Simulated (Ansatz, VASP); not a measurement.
# One calculation of TiN, two programs

```
CELL_PARAMETERS angstrom
3.00294 0.00000 0.00000
0.00000 3.00294 0.00000
0.00000 0.00000 25.61699
ATOMIC_POSITIONS crystal
Ti 0.50000 0.50000 0.29804
Ti 0.00000 0.00000 0.37680
Ti 0.50000 0.50000 0.45744
Ti 0.00000 0.00000 0.54256
Ti 0.50000 0.50000 0.62320
Ti 0.00000 0.00000 0.70196
N 0.00000 0.00000 0.29092
N 0.50000 0.50000 0.37533
N 0.00000 0.00000 0.45954
N 0.50000 0.50000 0.54046
N 0.00000 0.00000 0.62467
N 0.50000 0.50000 0.70908
```

Alike in both runs: functional PBE; k mesh 12 × 12 × 1; occupations gaussian, width 0.1 eV; no spin polarisation.

Ansatz relaxed the structure, and its values are those at the end. VASP's run is a single point on that final structure, the one shown.

|  | VASP | Ansatz |
| --- | --- | --- |
| version | VASP 6.6.1 | Ansatz 0.2.0 |
| potentials or method | VASP PAW PBE potentials, release 64 (Ti_sv, N), cutoff 520 eV | scalar-relativistic, plane waves, PAW |
| valence electrons in the cell | 102 | 102 |

Ansatz gave:

| Quantity | Value |
| --- | --- |
| gap on the k mesh at the Fermi level (eV) | none |
| rms of the force components (eV/Å) | 0.004 |
| work function, face that differs most (eV) | 2.92 |

Question: Estimate VASP's values.

Answer: gap on the k mesh at the Fermi level (eV): none; rms of the force components (eV/Å): 0.010; work function, face that differs most (eV): 2.93.

A gap of «none» marks a metal or a gap that the smearing closes. Ansatz's warnings: xc potential rough in thin density.
